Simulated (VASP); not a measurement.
Write the native input for VASP 6.6.1 that does the following.

| Item | Value |
| --- | --- |
| Task | single point |
| Functional | PBE |
| Potentials or basis | VASP PAW PBE potentials, release 64 (Al) |
| Cutoff | 520 eV |
| k mesh | 4 × 4 × 4 |
| Occupations | gaussian, width 0.1 eV |
| Spin | no spin polarisation |
| Dipole correction | no |
| Further INCAR settings | ALGO = Normal; EDIFF = 1e-07; NBANDS = 18 |

The structure of Al lies in POSCAR:

```
Al
1.0
    2.6811619387     -2.6806050093      0.0000000000
    2.6811619387      2.6806050093      0.0000000000
    0.0000000000      0.0000000000      8.4158844830
Al
6
Direct
    0.2501086518      0.7498913482      0.6666233552
    0.7498913482      0.2501086518      0.6666233552
    0.7498913482      0.2501086518      0.3333766448
    0.2501086518      0.7498913482      0.3333766448
    0.2500372637      0.7499627363      0.0000000000
    0.7499627363      0.2500372637      0.0000000000
```

The cell was built from a structure type or drawn by symmetry, and may not be a known phase.

The input as run:

INCAR

```
SYSTEM = Al
ALGO = Normal ; EDIFF = 1E-7
ENCUT = 520 ; GGA = PE
ISIF = 2 ; ISMEAR = 0
LASPH = .TRUE. ; LCHARG = .FALSE.
LREAL = .FALSE. ; LWAVE = .FALSE.
NBANDS = 18 ; NELM = 80
PREC = Accurate ; SIGMA = 0.1
```

KPOINTS

```
k-points
0
G
  4 4 4
  0 0 0
```

Potentials or basis: VASP PAW PBE potentials, release 64 (Al).

Run with:

```bash
$ cat potpaw_PBE.64/Al/POTCAR > POTCAR
$ mpirun -np 1 vasp_std > vasp.out
```

It gave:

- Pressure: -0.1 GPa
- Largest force: 0.007 eV/Å
- Band gap on the k mesh: zero (bands 9 and 10 overlap by 4.67 eV)

Caveat: the k points lie up to 0.41 Å⁻¹ apart, too coarse for converged energies and pressures of a metal.

It took 18 s on 1 thread of Intel(R) Xeon(R) Platinum 8488C (Sapphire Rapids), with other jobs on the host, peak memory 0.21 GiB.
